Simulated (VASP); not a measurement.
Runs of VASP 6.6.1 on Ag. The structure is that of space group P6_3/mmc (No. 194), or close to it. The cells are those of the table. 

```csv
cell,gap on the mesh (eV),pressure (GPa)
"a = 2.817, b = 2.817, c = 4.615 Å, angles 90.0, 90.0, 120.0°, 2 atoms",none,(b)
"a = 2.800, b = 2.800, c = 4.586 Å, angles 90.0, 90.0, 120.0°, 2 atoms",none,(a)
"a = 2.866, b = 2.866, c = 4.695 Å, angles 90.0, 90.0, 120.0°, 2 atoms",none,-0.2
"a = 2.850, b = 2.850, c = 4.670 Å, angles 90.0, 90.0, 120.0°, 2 atoms",none,1.8
"a = 2.775, b = 2.775, c = 4.545 Å, angles 90.0, 90.0, 120.0°, 2 atoms",none,14.6
```

Alike in all rows: task single point; level PBEsol; potentials or basis VASP PAW PBE potentials, release 64 (Ag); no spin polarisation; k mesh 18 × 18 × 10; cutoff (eV) 520; smearing fermi-dirac 0.1 eV.

**Question.** Estimate the missing entries.

**Answer.** (a) 9.7; (b) 6.7.

Caveats: the PAW data sets were made with another functional, which shifts forces and pressure a little.

A k mesh can miss the band edges, and the runs leave out spin-orbit coupling on Ag.

A gap of «none» marks levels without a gap at the run's occupations.
